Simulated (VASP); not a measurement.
Rb, 4 atoms in the cell. It takes space group P6_3/mmc (No. 194, hexagonal). Conventional cell: a = 4.422 Å, b = 4.422 Å, c = 14.051 Å, α = 90.00°, β = 90.00°, γ = 120.00°. Within 5.7 Å of Rb (site symmetry -3m) lie 12 Rb at 4.34 to 4.42 Å. Within 5.7 Å of Rb (site symmetry -6m2) lie 12 Rb at 4.34 to 4.42 Å. This isn't the form of Rb at room conditions, which is bcc.

| Property | Result |
| --- | --- |
| Program | VASP 6.6.1 |
| Task | single point |
| Functional | PBE |
| Potentials or basis | VASP PAW PBE potentials, release 64 (Rb_sv) |
| Cutoff | 520 eV |
| k mesh | 6 × 6 × 4 |
| Occupations | fermi-dirac, width 0.05 eV |
| Spin | no spin polarisation |
| Dipole correction | no |
| Further INCAR settings | ALGO = Normal; EDIFF = 1e-06; NBANDS = 26 |

Potentials or basis: VASP PAW PBE potentials, release 64 (Rb_sv).

The run is started by

```console
$ cat potpaw_PBE.64/Rb_sv/POTCAR > POTCAR
$ mpirun -np 1 vasp_std > vasp.out
```

Hardware: 1 thread of Intel(R) Xeon(R) Platinum 8259CL CPU @ 2.50GHz (Skylake/Cascade Lake) (shared host).

Question: Estimate the wall time of this run.

Answer: Wall time 99 s on 1 thread of Intel(R) Xeon(R) Platinum 8259CL CPU @ 2.50GHz (Skylake/Cascade Lake), with other jobs on the host, peak memory 0.39 GiB. Counts: scf iterations 11, k points 21.
